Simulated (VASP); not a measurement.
Set up this calculation in VASP 6.6.1, as the native input.

```
Task                   : single point
Functional             : r2SCAN
Potentials or basis    : VASP PAW PBE potentials, release 64 (Ti_sv)
Cutoff                 : 520 eV
k mesh                 : 26 × 26 × 26
Occupations            : gaussian, width 0.15 eV
Spin                   : no spin polarisation
Dipole correction      : no
Further INCAR settings : ALGO = Normal; EDIFF = 1e-07; NBANDS = 12
```

The system is Ti.

```
CELL_PARAMETERS angstrom
-1.62589 1.62589 1.62589
1.62589 -1.62589 1.62589
1.62589 1.62589 -1.62589
ATOMIC_POSITIONS crystal
Ti 0.00000 0.00000 0.00000
```

This isn't the form of Ti at room conditions, which is hcp.

The input as run:

POSCAR

```
Ti
1.0
   -1.6258948707      1.6258948707      1.6258948707
    1.6258948707     -1.6258948707      1.6258948707
    1.6258948707      1.6258948707     -1.6258948707
Ti
1
Direct
    0.0000000000      0.0000000000      0.0000000000
```

INCAR.step1

```
SYSTEM = Ti
  PREC = Accurate
  ENCUT = 520
  ISMEAR = 0
  SIGMA = 0.15
  LREAL = .FALSE.
  LASPH = .TRUE.
  NELM = 80
  NBANDS = 12
  GGA = PE
  ALGO = Normal
  EDIFF = 1E-4
  LWAVE = .TRUE.
  LCHARG = .FALSE.
```

INCAR.step2

```
SYSTEM = Ti
  PREC = Accurate
  ENCUT = 520
  EDIFF = 1E-7
  ISMEAR = 0
  SIGMA = 0.15
  LREAL = .FALSE.
  LASPH = .TRUE.
  NELM = 80
  ALGO = Normal
  ISIF = 2
  LWAVE = .FALSE.
  LCHARG = .FALSE.
  METAGGA = R2SCAN
  LMIXTAU = .TRUE.
  NBANDS = 12
  ISTART = 1
```

KPOINTS

```
Automatic mesh
0
G
  26 26 26
  0 0 0
```

Potentials or basis: VASP PAW PBE potentials, release 64 (Ti_sv).

Run with:

```bash
$ cat potpaw_PBE.64/Ti_sv/POTCAR > POTCAR
$ cp INCAR.step1 INCAR
$ mpirun -np 1 vasp_std > vasp.out
$ cp INCAR.step2 INCAR
$ mpirun -np 1 vasp_std > vasp.out
```

Results of the run:

| Quantity | Value |
| --- | --- |
| Pressure | 0.6 GPa |
| Band gap on the k mesh | zero (bands 6 and 7 overlap by 1.86 eV) |

Caveat: the PAW data sets were made with another functional, which shifts forces and pressure a little.

Wall time 2.6 min on 1 thread of Intel(R) Xeon(R) 6975P-C (Granite Rapids), on a shared host, peak memory 0.22 GiB.
